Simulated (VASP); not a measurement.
# Be16C (a cell with a defect) in VASP: a series of runs

Runs on Be16C (a cell with a defect). Level: PBE. Tasks: single point.

Everything below comes from runs of VASP 6.6.1. Logs are shortened: lines on timing, memory, paths and dates and some standing lists are left out, and cuts for length are marked.

## Step 1: The cell of the first run

The cell holds a defect, 17 atoms: a = 4.580 Å, b = 3.966 Å, c = 7.177 Å, α = 90.00°, β = 90.00°, γ = 90.00°.

## Step 2: Single point, PBE

INCAR reads:

```
PREC     = Accurate       # precision mode
ENCUT    = 520            # plane-wave cutoff, eV
EDIFF    = 1E-6           # SCF threshold, eV
ISMEAR   = 0              # smearing method
SIGMA    = 0.1            # smearing width, eV
LREAL    = Auto         
LASPH    = T              # aspherical terms in the spheres
NELM     = 60             # most SCF steps
ALGO     = Normal         # electronic algorithm
ISIF     = 2              # what is computed and relaxed
LWAVE    = F              # write WAVECAR
LCHARG   = F              # write CHGCAR
GGA      = PE             # functional
NBANDS   = 32             # bands
```

KPOINTS reads:

```
regular mesh
0
Gamma
  4 4 3
```

POSCAR reads:

```
Be16C
1.0
   -2.2900000000     -3.9663960000      0.0000000000
    3.4350000000     -1.9831980000      0.0000000000
    0.0000000000      0.0000000000      7.1768600000
Be C
16 1
Direct
    0.7497352274      0.5024627863      0.0060373199
    0.4949764884      0.3405884013      0.2432965113
    0.7501408935      0.5019000425      0.4821621155
    0.4792913050      0.3243074493      0.7581576065
    0.4950736826     -0.0077104124      0.0061623050
    0.2497155948      0.8386540646      0.2443889110
    0.4807124171      0.0091343334      0.4924557536
    0.2496171314      0.7993435898      0.7586013939
    0.2497139681      0.4945898069      0.0059976090
    0.0046794727      0.3405007256      0.2433071009
    0.2497379913      0.5341298399      0.4922186026
    0.0197433103      0.3237872432      0.7579166934
    0.0044790374     -0.0075880653      0.0061529694
    0.7497122426      0.8317557600      0.2427660565
    0.0184219778      0.0098230943      0.4926789710
    0.7499801695      0.8372188030      0.7644111770
    0.7491484168      0.1717129183      0.6244914907
```

Potentials or basis: VASP PAW PBE potentials, release 64 (Be, C).

Started as:

```bash
cat potpaw_PBE.64/Be/POTCAR potpaw_PBE.64/C/POTCAR > POTCAR
mpirun -np 1 vasp_std > vasp.out
```

OUTCAR:

```text
PREC = Accurate
   ENCUT = 520
   EDIFF = 1E-6
   ISMEAR = 0
   LREAL = Auto
   LASPH = T
   NELM = 60
   ISIF = 2
   GGA = PE

 ion  position               nearest neighbor table
   1  0.750  0.502  0.006-  14 2.14   2 2.16  10 2.16  16 2.18   5 2.27  13 2.27   4 2.28  12 2.28
                             9 2.29   9 2.29  13 2.34   5 2.34
   2  0.495  0.341  0.243-   9 2.13   1 2.16   3 2.17   5 2.19   7 2.22  11 2.25  10 2.25  14 2.27
                             6 2.27   6 2.29  14 2.33  10 2.33
   3  0.750  0.502  0.482-  17 1.66  14 2.16  10 2.17   2 2.17  11 2.29  11 2.30  15 2.31   7 2.31
                            15 2.36   7 2.36
   4  0.479  0.324  0.758-  17 1.68  12 2.10   8 2.16   9 2.17   5 2.22   1 2.28   7 2.28  16 2.30
                            11 2.33   8 2.33  16 2.38
   5  0.495  0.992  0.006-   6 2.13  14 2.16  16 2.18   2 2.19   4 2.22   8 2.24  13 2.25   1 2.27
                             9 2.27   9 2.29  13 2.33   1 2.34
   6  0.250  0.839  0.244-  13 2.13   5 2.13  11 2.15   7 2.18  15 2.18   9 2.19  10 2.27   2 2.27
                            10 2.29   2 2.29  14 2.29  14 2.29
   7  0.481  0.009  0.492-  17 1.68  15 2.12  11 2.16   6 2.18   2 2.22   4 2.28  14 2.29   3 2.31
                            11 2.34   8 2.34   3 2.36
   8  0.250  0.799  0.759-   9 2.15   4 2.16  12 2.16  11 2.18  13 2.24   5 2.24  16 2.29  16 2.30
                            12 2.33   4 2.33  15 2.34   7 2.34
   9  0.250  0.495  0.006-  10 2.13   2 2.13   8 2.15   4 2.17  12 2.18   6 2.19   5 2.27  13 2.27
                            13 2.29   5 2.29   1 2.29   1 2.29
  10  0.005  0.341  0.243-   9 2.13   1 2.16   3 2.17  13 2.19  15 2.22  11 2.25   2 2.25  14 2.27
                             6 2.27   6 2.29  14 2.33   2 2.33
  11  0.250  0.534  0.492-   6 2.15   7 2.16  15 2.16   8 2.18  10 2.25   2 2.25   3 2.29   3 2.30
                             4 2.33  12 2.33  15 2.33   7 2.34
  12  0.020  0.324  0.758-  17 1.68   4 2.10   8 2.16   9 2.18  13 2.22  15 2.27   1 2.28  16 2.29
                             8 2.33  11 2.33  16 2.38
  13  0.004  0.992  0.006-   6 2.13  14 2.16  16 2.18  10 2.19  12 2.22   8 2.24   5 2.25   1 2.27
                             9 2.27   9 2.29   5 2.33   1 2.34
  14  0.750  0.832  0.243-   1 2.14   5 2.16  13 2.16   3 2.16   2 2.27  10 2.27   7 2.29  15 2.29
                             6 2.29   6 2.29   2 2.33  10 2.33
  15  0.018  0.010  0.493-  17 1.68   7 2.12  11 2.16   6 2.18  10 2.22  12 2.27  14 2.29   3 2.31
                            11 2.33   8 2.34   3 2.36
  16  0.750  0.837  0.764-  17 1.66  13 2.18   5 2.18   1 2.18  12 2.29   8 2.29   4 2.30   8 2.30
                            12 2.38   4 2.38
  17  0.749  0.172  0.624-   3 1.66  16 1.66   4 1.68  12 1.68   7 1.68  15 1.68

  LATTYP: Found a simple orthorhombic cell.
 ALAT       =     3.9663962620
 B/A-ratio  =     1.1547004875
 C/A-ratio  =     1.8094157835

  Lattice vectors:

 A1 = (  -3.4350000000,   1.9831980000,   0.0000000000)
 A2 = (  -2.2900000000,  -3.9663960000,   0.0000000000)
 A3 = (   0.0000000000,   0.0000000000,   7.1768600000)

Analysis of symmetry for initial positions (statically):
=====================================================================
 Subroutine PRICEL returns:
 Original cell was already a primitive cell.

 Routine SETGRP: Setting up the symmetry group for a
 simple orthorhombic supercell.

 Subroutine GETGRP returns: Found  1 space group operations
 (whereof  1 operations were pure point group operations)
 out of a pool of  8 trial point group operations.

The static configuration has the point symmetry C_1 .

Analysis of symmetry for dynamics (positions and initial velocities):
=====================================================================
 Subroutine PRICEL returns:
 Original cell was already a primitive cell.

 Routine SETGRP: Setting up the symmetry group for a
 simple orthorhombic supercell.

 Subroutine GETGRP returns: Found  1 space group operations
 (whereof  1 operations were pure point group operations)
 out of a pool of  8 trial point group operations.

The dynamic configuration has the point symmetry C_1 .

 Subroutine INISYM returns: Found  1 space group operations
 (whereof  1 operations are pure point group operations),
 and found     1 'primitive' translations

----------------------------------------------------------------------------------------

                                     Primitive cell

  volume of cell :     130.3755

  direct lattice vectors                    reciprocal lattice vectors
    -2.290000000 -3.966396000  0.000000000    -0.109170306 -0.189088533  0.000000000
     3.435000000 -1.983198000  0.000000000     0.218340611 -0.126059022  0.000000000
[... 57 lines left out ...]
     0.000000000  0.000000000  0.046445567     0.000000000  0.000000000  0.333333333

  Length of vectors
     0.054585156  0.063029507  0.046445567

  Shift w.r.t. Gamma in fractional coordinates (k-lattice)
     0.000000000  0.000000000  0.000000000

 Subroutine IBZKPT returns following result:
 ===========================================

 Found     26 irreducible k-points:

 Following reciprocal coordinates:
            Coordinates               Weight
  0.000000  0.000000  0.000000      1.000000
  0.250000  0.000000  0.000000      2.000000
  0.500000  0.000000  0.000000      1.000000
  0.000000  0.250000  0.000000      2.000000
  0.250000  0.250000  0.000000      2.000000
 -0.250000  0.250000  0.000000      2.000000
[... 16 lines left out ...]
  0.000000  0.500000  0.333333      2.000000
  0.250000  0.500000  0.333333      2.000000
 [... further k-points ...]
   k-points           NKPTS =     26   k-points in BZ     NKDIM =     26   number of bands    NBANDS=     32
   number of dos      NEDOS =    301   number of ions     NIONS =     17
   total plane-waves  NPLWV =  58320
   dimension x,y,z NGX =    36 NGY =   30 NGZ =   54
   dimension x,y,z NGXF=    72 NGYF=   60 NGZF=  108
   ions per type =              16   1
   NGX,Y,Z   is equivalent  to a cutoff of  13.07, 12.57, 12.51 a.u.
   NGXF,Y,Z  is equivalent  to a cutoff of  26.13, 25.15, 25.02 a.u.
 SYSTEM =  unknown system
   PREC   = accura    normal or accurate (medium, high low for compatibility)
   ISTART =      0    job   : 0-new  1-cont  2-samecut
   ICHARG =      2    charge: 1-file 2-atom 10-const
   ISPIN  =      1    spin polarized calculation?
   LNONCOLLINEAR =      F non collinear calculations
   LSORBIT =      F    spin-orbit coupling
   LASPH  =      T    aspherical Exc in radial PAW
   ENCUT  =  520.0 eV  38.22 Ry    6.18 a.u.   8.52  7.37 13.34*2*pi/ulx,y,z
   NELM   =     60;   NELMIN=  2; NELMDL= -5     # of ELM steps
   EDIFF  = 0.1E-05   stopping-criterion for ELM
   LREAL  =      T    real-space projection
   EDIFFG = 0.1E-04   stopping-criterion for IOM
   NSW    =      0    number of steps for IOM
   IBRION =     -1    ionic relax: 0-MD 1-quasi-New 2-CG
   NFREE  =      0    steps in history (QN), initial steepest desc. (CG)
   ISIF   =      2    stress and relaxation
   ISYM   =      2    0-nonsym 1-usesym 2-fastsym
   POTIM  = 0.5000    time-step for ionic-motion
   TEBEG  =    0.0;   TEEND  =   0.0 temperature during run
   PSTRESS=    0.0 pullay stress
   NELECT =      36.0000    total number of electrons
   NUPDOWN=      -1.0000    fix difference up-down
   EMIN   =  10.00;   EMAX   =-10.00  energy-range for DOS
   EFERMI =   0.00;   METHOD = LEGACY
   ISMEAR =     0;   SIGMA  =   0.10  broadening in eV -4-tet -1-fermi 0-gaus
   EFERMI_NEDOS =   21; number of points for ismear=-14 and -15
   IALGO  =     38    algorithm
   IMIX   =      4    mixing-type and parameters
     AMIX     =   0.40;   BMIX     =  1.00
     AMIX_MAG =   1.60;   BMIX_MAG =  1.00
  volume/ion in A,a.u.               =       7.67        51.75
  Fermi-wavevector in a.u.,A,eV,Ry     =   1.066049  2.014540 15.462471  1.136460
  Thomas-Fermi vector in A             =   2.201620
   LORBIT       =      0    0 simple, 1 ext, 2 COOP (PROOUT), +10 PAW based schemes
   GGA     = PE    functional components
   LHFCALC =     F    Hartree Fock is set to
   AEXX    =    0.0000 exact exchange contribution
   IVDW    =     0    specifies the selected vdW correction
   LEPSILON=     F    determine dielectric tensor
   LRPA    =     F    only Hartree local field effects (RPA)
 non-spin polarized calculation
 Gauss-broadening in eV      SIGMA  =   0.10
  energy-cutoff  :      520.00
  volume of cell :      130.38
 maximum number of plane-waves:      3529
 NGX is ok and might be reduce to    36
   NGX = 17   NGY = 15   NGZ = 27

 number of electron      36.0000000 magnetization

 Free energy of the ion-electron system (eV)
  ---------------------------------------------------
  ext. energy  EPLUGINS =         0.00000000
  ---------------------------------------------------
  free energy    TOTEN  =       -65.93577630 eV

  energy without entropy =      -65.92150283  energy(sigma->0) =      -65.92863957

 E-fermi :   7.3731     XC(G=0): -10.7412

 val. band max:        7.3241287249   @ k =   0.2500   0.0000   0.0000
 cond. band min:       7.3832281650   @ k =   0.0000   0.2500   0.3333
 fundamental gap:      0.0590994401
 Fermi energy:         7.3730609870

 k-point     1 :       0.0000    0.0000    0.0000
  band No.  band energies     occupation
      1      -6.6456      2.00000
      2      -3.2955      2.00000
      3      -2.2313      2.00000
      4      -0.3006      2.00000
      5       0.1852      2.00000
      6       1.3376      2.00000
[... 781 lines left out ...]
     29      13.6477      0.00000
     30      14.0059      0.00000

 [... further k-points ...]

 [bands above 30 left out]

------------------------ aborting loop because EDIFF is reached ----------------------------------------

  FORCE on cell =-STRESS in cart. coord.  units (eV):
  Direction    XX          YY          ZZ          XY          YZ          ZX
  --------------------------------------------------------------------------------------
  -------------------------------------------------------------------------------------
  Total        4.3860657      5.7174605     13.0357882      1.1462597      1.5343644     -2.6452504
  in kB       53.9001148     70.2615505    160.1960691     14.0863207     18.8557176    -32.5073335
  external PRESSURE =      94.7859115 kB  Pullay stress =       0.0000000 kB

 VOLUME and BASIS-vectors are now :
 -----------------------------------------------------------------------------
  energy-cutoff  :      520.00
  volume of cell :      130.38
      direct lattice vectors                 reciprocal lattice vectors
    -2.290000000 -3.966396000  0.000000000    -0.109170306 -0.189088533  0.000000000
     3.435000000 -1.983198000  0.000000000     0.218340611 -0.126059022  0.000000000
     0.000000000  0.000000000  7.176860000     0.000000000  0.000000000  0.139336702

 POSITION                                       TOTAL-FORCE (eV/Angst)
 -----------------------------------------------------------------------------------
      0.00907     -3.97023      0.04333        -0.003440      0.001396     -0.010056
      0.03643     -2.63873      1.74611         0.002229     -0.000893     -0.006111
      0.00620     -3.97072      3.46041        -0.005142      0.013329     -0.004442
      0.01642     -2.54422      5.44119         0.004855      0.002976     -0.002542
      2.27480     -3.93156      0.04423        -0.001248     -0.003013     -0.002007
      2.30893     -2.65369      1.75394        -0.005908      0.004019      0.002427
[... 9 lines left out ...]
      1.15839     -4.63509      5.48607        -0.018316      0.019000      0.019311
     -1.12572     -3.31196      4.48189        -0.000532     -0.019248      0.017121
 -----------------------------------------------------------------------------------
    total drift:                                0.003303     -0.001835      0.002356

  FREE ENERGIE OF THE ION-ELECTRON SYSTEM (eV)
  ---------------------------------------------------
  free  energy   TOTEN  =       -65.9357763030 eV

  energy  without entropy=      -65.9215028286  energy(sigma->0) =      -65.92863957
```

It took 74 s on 1 thread of AMD EPYC 9R45 (Zen 5), shared host; peak memory 0.22 GiB.

Results:

- Free energy: -65.9358 eV
- Pressure: 9.5 GPa
- Largest force: 0.033 eV/Å
- Band gap on the k mesh: zero (bands 18 and 19 overlap by 1.40 eV)

Forces on the atoms (eV/Å):
```
Be  -0.003  0.001 -0.010
Be   0.002 -0.001 -0.006
Be  -0.005  0.013 -0.004
Be   0.005  0.003 -0.003
Be  -0.001 -0.003 -0.002
Be  -0.006  0.004  0.002
Be   0.011 -0.002 -0.006
Be  -0.003  0.002 -0.003
Be   0.003 -0.001 -0.002
Be   0.004 -0.001 -0.007
Be   0.006 -0.002  0.002
Be   0.009 -0.012  0.005
Be   0.001  0.004 -0.002
Be   0.001 -0.002  0.011
Be  -0.004 -0.002 -0.013
Be  -0.018  0.019  0.019
C   -0.001 -0.019  0.017
```

Stress tensor (GPa, compression positive):
```
 5.39  1.41 -3.25
 1.41  7.03  1.89
-3.25  1.89 16.02
```

Caveat: the k points lie up to 0.40 Å⁻¹ apart, too coarse for converged energies and pressures of a metal.

## Step 3: Single point, PBE

INCAR reads:

```
PREC = Accurate
ENCUT = 520
EDIFF = 1E-6
ISMEAR = 0
SIGMA = 0.1
LREAL = Auto
LASPH = T
NELM = 60
ALGO = Normal
ISIF = 2
LWAVE = F
LCHARG = F
GGA = PE
NBANDS = 32
```

KPOINTS reads:

```
Automatic mesh
0
Gamma
  4 4 3
```

POSCAR reads:

```
Be16C
1.0
   -2.2900000000     -3.9663960000      0.0000000000
    3.4350000000     -1.9831980000      0.0000000000
    0.0000000000      0.0000000000      7.1768600000
Be C
16 1
Direct
    0.7499792815      0.4975701760      0.0154298677
    0.4954846161      0.3407323932      0.2562585866
    0.7503255956      0.5018432646      0.4930706465
    0.4811474315      0.3236680111      0.7424348531
    0.4808477819      0.0096729026      0.0076292418
    0.2503272486      0.8387089954      0.2557952921
    0.4954217035     -0.0073072195      0.4934194063
    0.2503436082      0.7993085481      0.7418805717
    0.2504109769      0.5340888317      0.0082770181
    0.0050020607      0.3408625092      0.2562701516
    0.2503295170      0.4946319051      0.4941895202
    0.0198877569      0.3244427841      0.7421687200
    0.0202347180      0.0090152851      0.0079056858
    0.7503133927      0.8310511410      0.2563035924
    0.0050095846     -0.0074218490      0.4934113247
    0.7498837355      0.8329824612      0.7331912563
    0.7509920493      0.1647198815      0.8745703553
```

Potentials or basis: VASP PAW PBE potentials, release 64 (Be, C).

Started as:

```bash
cat potpaw_PBE.64/Be/POTCAR potpaw_PBE.64/C/POTCAR > POTCAR
mpirun -np 1 vasp_std > vasp.out
```

It took 81 s on 1 thread of AMD EPYC 9R45 (Zen 5), shared host; peak memory 0.23 GiB.

The run converged. Its results:

| Property | Result |
| --- | --- |
| Free energy | -65.9359 eV |
| Pressure | 9.5 GPa |
| Largest force | 0.028 eV/Å |
| Band gap on the k mesh | zero (bands 18 and 19 overlap by 1.40 eV) |

Forces in eV/Å, atoms in the order of the input:
```
Be   0.012 -0.017  0.016
Be   0.000 -0.004  0.000
Be  -0.001  0.002  0.009
Be   0.006  0.000 -0.011
Be  -0.006  0.012  0.007
Be  -0.004  0.001 -0.002
Be  -0.004  0.001 -0.006
Be  -0.005  0.002  0.002
Be   0.003 -0.002 -0.002
Be   0.001  0.002  0.000
Be   0.005 -0.004  0.002
Be  -0.009  0.002 -0.003
Be  -0.002 -0.007 -0.002
Be   0.003 -0.001 -0.010
Be  -0.001  0.001 -0.006
Be  -0.004 -0.009 -0.011
C    0.005  0.022  0.016
```

Stress tensor (GPa, compression positive):
```
 5.40  1.41  3.24
 1.41  7.02 -1.88
 3.24 -1.88 16.01
```

Levels at points of the mesh, in eV from the Fermi level:
```csv
k point,band 15,band 16,band 17,band 18,band 19,band 20,band 21,band 22
"(0.00, 0.00, 0.00)",-2.23,-1.22,-1.05,-0.07,0.58,0.64,1.62,1.64
"(0.50, 0.00, 0.00)",-2.22,-2.16,-1.91,-0.90,0.07,0.49,0.64,0.84
"(0.00, 0.50, 0.00)",-3.18,-2.54,-1.97,-1.06,0.34,0.41,0.93,1.15
"(0.50, 0.50, 0.00)",-1.79,-1.36,-0.85,-0.13,0.71,0.94,1.94,2.20
```

Caveat: the k points lie up to 0.40 Å⁻¹ apart, too coarse for converged energies and pressures of a metal.

The gap in the log of VASP goes by the Fermi energy; the results here count the filled bands.